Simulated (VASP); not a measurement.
The system is Rh.

```
CELL_PARAMETERS angstrom
0.00000 1.89785 1.89785
1.89785 0.00000 1.89785
1.89785 1.89785 0.00000
ATOMIC_POSITIONS crystal
Rh 0.00000 0.00000 0.00000
```

```yaml
Program: VASP 6.6.1
Task: relaxation of cell and atoms
Functional: PBEsol
Potentials_or_basis: VASP PAW PBE potentials, release 64 (Rh_pv)
Cutoff: 600 eV
k_mesh: 12 × 12 × 12
Occupations: fermi-dirac, width 0.05 eV
Spin: no spin polarisation
```

At the start: pressure -3.9 GPa; volume 13.67 Å³/atom.

Question: Where does the relaxation end?

Answer: Over 3 steps the energy falls by 2.3 meV/atom and the volume is 13.49 Å³/atom (-1.3 %); space group Fm-3m (No. 225, to 0.05 Å).

The path:
| step | energy change (eV) | largest force (eV/Å) | pressure (GPa) | volume (Å³) |
| --- | --- | --- | --- | --- |
| 1 | 0.0000 | 0.0000 | -3.93 | 13.67 |
| 2 | 0.0139 | 0.0000 | 11.56 | 13.02 |
| 3 | -0.0023 | 0.0000 | -0.05 | 13.49 |

Final structure:
```xyz
1
Lattice="0.0000 1.8893 1.8893 1.8893 0.0000 1.8893 1.8893 1.8893 0.0000" Properties=species:S:1:pos:R:3 pbc="T T T"
Rh    0.0000    0.0000    0.0000
```

Caveat: the PAW data sets were made with another functional, which shifts forces and pressure a little.
